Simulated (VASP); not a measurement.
# Na (Fm-3m) in VASP: further runs, part 2 of 2

VASP 6.6.1.

### Step 4. Single point, r2SCAN

This run uses another cell than the first one, of 37.21 Å³/atom, 0.987 times its volume.

Input file POSCAR:

```
Na
1.0
    0.0000000000      2.6498349237      2.6498349237
    2.6498349237      0.0000000000      2.6498349237
    2.6498349237      2.6498349237      0.0000000000
Na
1
Direct
    0.0000000000      0.0000000000      0.0000000000
```

Input file INCAR.step1:

```
SYSTEM = Na
ALGO = Normal
EDIFF = 1E-4
ENCUT = 520
GGA = PE
ISMEAR = 0
LASPH = .True.
LCHARG = .False.
LREAL = .False.
LWAVE = .True.
NBANDS = 10
NELM = 60
PREC = Accurate
SIGMA = 0.05
```

Input file INCAR.step2:

```
SYSTEM = Na
ALGO = Normal
EDIFF = 1E-6
ENCUT = 520
ISIF = 2
ISMEAR = 0
ISTART = 1
LASPH = .True.
LCHARG = .False.
LMIXTAU = .True.
LREAL = .False.
LWAVE = .False.
METAGGA = R2SCAN
NBANDS = 10
NELM = 60
PREC = Accurate
SIGMA = 0.05
```

Input file KPOINTS:

```
k-points
0
Gamma
  14 14 14
  0 0 0
```

Potentials or basis: VASP PAW PBE potentials, release 64 (Na_pv).

Command:

```console
$ cat potpaw_PBE.64/Na_pv/POTCAR > POTCAR
$ cp INCAR.step1 INCAR
$ mpirun -np 1 vasp_std > vasp.out
$ cp INCAR.step2 INCAR
$ mpirun -np 1 vasp_std > vasp.out
```

OUTCAR:

```text
SYSTEM = Na
   EDIFF = 1E-6
   ENCUT = 520
   ISIF = 2
   ISMEAR = 0
   ISTART = 1
   LASPH = .True.
   LREAL = .False.
   METAGGA = R2SCAN
   NELM = 60
   PREC = Accurate

 ion  position               nearest neighbor table
   1  0.000  0.000  0.000-

  LATTYP: Found a face centered cubic cell.
 ALAT       =     5.2996698474

  Lattice vectors:

 A1 = (   0.0000000000,   2.6498349237,   2.6498349237)
 A2 = (   2.6498349237,   0.0000000000,   2.6498349237)
 A3 = (   2.6498349237,   2.6498349237,   0.0000000000)

Analysis of symmetry for initial positions (statically):
=====================================================================
 Subroutine PRICEL returns:
 Original cell was already a primitive cell.

 Routine SETGRP: Setting up the symmetry group for a
 face centered cubic supercell.

 Subroutine GETGRP returns: Found 48 space group operations
 (whereof 48 operations were pure point group operations)
 out of a pool of 48 trial point group operations.

The static configuration has the point symmetry O_h .

Analysis of symmetry for dynamics (positions and initial velocities):
[... 164 lines left out ...]
 k-point     1 :       0.0000    0.0000    0.0000
  band No.  band energies     occupation
      1     -25.6742      2.00000
      2     -25.6738      2.00000
      3     -25.6738      2.00000
      4      -3.1447      2.00000
      5      12.0790      0.00000
      6      12.0791      0.00000
      7      12.0791      0.00000
      8      13.3636      0.00000
      9      14.1562      0.00000
     10      14.1565      0.00000
[... 287 lines left out ...]
 k-point    24 :       0.2857    0.1429    0.0000
  band No.  band energies     occupation
      1     -25.6913      2.00000
      2     -25.6789      2.00000
      3     -25.6783      2.00000
      4      -1.8321      2.00000
      5       6.7697      0.00000
      6       9.8189      0.00000
      7       9.8497      0.00000
      8      11.2506      0.00000
      9      13.9728      0.00000
     10      16.1612      0.00000

 [... further k-points ...]

------------------------ aborting loop because EDIFF is reached ----------------------------------------

  FORCE on cell =-STRESS in cart. coord.  units (eV):
  Direction    XX          YY          ZZ          XY          YZ          ZX
  --------------------------------------------------------------------------------------
  -------------------------------------------------------------------------------------
  Total        0.0165170      0.0165170      0.0165170      0.0000000     -0.0000000     -0.0000000
  in kB        0.7111413      0.7111413      0.7111413      0.0000000     -0.0000000     -0.0000000
  external PRESSURE =       0.7111413 kB  Pullay stress =       0.0000000 kB

 VOLUME and BASIS-vectors are now :
 -----------------------------------------------------------------------------
  energy-cutoff  :      520.00
  volume of cell :       37.21
      direct lattice vectors                 reciprocal lattice vectors
     0.000000000  2.649834924  2.649834924    -0.188690999  0.188690999  0.188690999
     2.649834924  0.000000000  2.649834924     0.188690999 -0.188690999  0.188690999
     2.649834924  2.649834924  0.000000000     0.188690999  0.188690999 -0.188690999

 POSITION                                       TOTAL-FORCE (eV/Angst)
 -----------------------------------------------------------------------------------
      0.00000      0.00000      0.00000         0.000000      0.000000      0.000000
 -----------------------------------------------------------------------------------
    total drift:                               -0.000000     -0.000000     -0.000000

  FREE ENERGIE OF THE ION-ELECTRON SYSTEM (eV)
  ---------------------------------------------------
  free  energy   TOTEN  =        -3.5556414346 eV

  energy  without entropy=       -3.5552526343  energy(sigma->0) =       -3.55544703
```

OUTCAR.step1:

```text
SYSTEM = Na
   EDIFF = 1E-4
   ENCUT = 520
   GGA = PE
   ISMEAR = 0
   LASPH = .True.
[... 529 lines left out ...]
 -----------------------------------------------------------------------------------
      0.00000      0.00000      0.00000        -0.000000      0.000000      0.000000
 -----------------------------------------------------------------------------------
    total drift:                               -0.000000     -0.000000     -0.000000

  FREE ENERGIE OF THE ION-ELECTRON SYSTEM (eV)
  ---------------------------------------------------
  free  energy   TOTEN  =        -1.3133297276 eV

  energy  without entropy=       -1.3129032490  energy(sigma->0) =       -1.31311649
```

It took 2.2 min on 1 thread of AMD EPYC 7R43 (Zen 3), shared host; peak memory 0.13 GiB.

Results:

| Quantity | Value |
| --- | --- |
| Free energy | -3.5556 eV |
| Pressure | 0.1 GPa |

Caveat: the PAW data sets were made with another functional, which shifts forces and pressure a little.

### Step 5. Single point, r2SCAN

This run uses another cell than the first one, of 37.36 Å³/atom, 0.991 times its volume.

Input file POSCAR:

```
Na
1.0
    0.0000000000      2.6533633366      2.6533633366
    2.6533633366      0.0000000000      2.6533633366
    2.6533633366      2.6533633366      0.0000000000
Na
1
Direct
    0.0000000000      0.0000000000      0.0000000000
```

Input file INCAR.step1:

```
PREC = Accurate ; ENCUT = 520
ISMEAR = 0 ; SIGMA = 0.05
LREAL = False ; LASPH = True
NELM = 80 ; NBANDS = 10
GGA = PE ; ALGO = Normal
EDIFF = 1E-4 ; LWAVE = True
LCHARG = False
```

Input file INCAR.step2:

```
PREC = Accurate ; ENCUT = 520
EDIFF = 1E-6 ; ISMEAR = 0
SIGMA = 0.05 ; LREAL = False
LASPH = True ; NELM = 80
ALGO = Normal ; ISIF = 2
LWAVE = False ; LCHARG = False
METAGGA = R2SCAN ; LMIXTAU = True
NBANDS = 10 ; ISTART = 1
```

Input file KPOINTS:

```
regular mesh
0
Gamma
  14 14 14
```

Command:

```console
$ cat potpaw_PBE.64/Na_pv/POTCAR > POTCAR
$ cp INCAR.step1 INCAR
$ mpirun -np 1 vasp_std > vasp.out
$ cp INCAR.step2 INCAR
$ mpirun -np 1 vasp_std > vasp.out
```

Wall time 3.5 min (1 thread of AMD EPYC 7R43 (Zen 3), shared host); peak memory 0.13 GiB.

It converged, with:

- Free energy: -3.5557 eV
- Pressure: 0.0 GPa

Levels at points of the mesh, in eV from the Fermi level:
```csv
k point,band 1,band 2,band 3,band 4,band 5,band 6,band 7,band 8,band 9
"(0.00, 0.00, 0.00)",-26.00,-26.00,-26.00,-3.46,11.73,11.73,11.73,13.01,13.79
"(0.50, 0.00, 0.00)",-26.04,-26.01,-26.01,0.51,1.18,10.72,10.72,12.00,12.21
"(0.50, 0.50, 0.00)",-26.04,-26.02,-26.02,1.85,2.53,6.57,7.74,7.74,10.15
```

Caveat: the PAW data sets were made with another functional, which shifts forces and pressure a little.

### Step 6. Overview

```tsv
level	cell	k mesh	gap on the mesh (eV)	pressure (GPa)
PBE	a = 3.763 Å, angles 60.0°, 1 atom	6 × 6 × 6	none	-0.1
PBE	a = 3.747 Å, angles 60.0°, 1 atom	6 × 6 × 6	none	0.0
r2SCAN	a = 3.747 Å, angles 60.0°, 1 atom	14 × 14 × 14	none	0.1
r2SCAN	a = 3.752 Å, angles 60.0°, 1 atom	14 × 14 × 14	none	0.0
```

Alike in all rows: task single point; potentials or basis VASP PAW PBE potentials, release 64 (Na_pv); no spin polarisation; cutoff (eV) 520; smearing gaussian 0.05 eV.

Caveats: the PAW data sets were made with another functional, which shifts forces and pressure a little (some runs).

Total energies depend on the potentials used, so only differences within one code and one set of settings carry meaning.
